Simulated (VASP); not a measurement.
A run of VASP 6.6.1 is set up as follows.

The input INCAR:

```
SYSTEM = Mo
ALGO = Fast
EDIFF = 1E-7
ENCUT = 520
GGA = PE
ISIF = 2
ISMEAR = 0
LASPH = .True.
LCHARG = .False.
LREAL = .False.
LWAVE = .False.
NBANDS = 13
NELM = 80
PREC = Accurate
SIGMA = 0.15
```

The input KPOINTS:

```
k-points
0
Gamma
  22 22 22
  0 0 0
```

POSCAR

```
Mo
1.0
   -1.4453200000      1.4453200000      1.4453200000
    1.4453200000     -1.4453200000      1.4453200000
    1.4453200000      1.4453200000     -1.4453200000
Mo
1
Direct
    0.0000000000      0.0000000000      0.0000000000
```

Potentials or basis: VASP PAW PBE potentials, release 64 (Mo_sv).

Run with:

```bash
$ cat potpaw_PBE.64/Mo_sv/POTCAR > POTCAR
$ mpirun -np 1 vasp_std > vasp.out
```

Q: Predict the pressure.

A: 121.9 GPa.

Q: What does it give for the band gap on the k mesh?

A: Zero (band 7 reaches 22.87 eV, above the bottom of band 8 at 15.23 eV).

Caveat: the cell differs from its parent crystal (strain -0.080 along x and y, -0.080 along z).
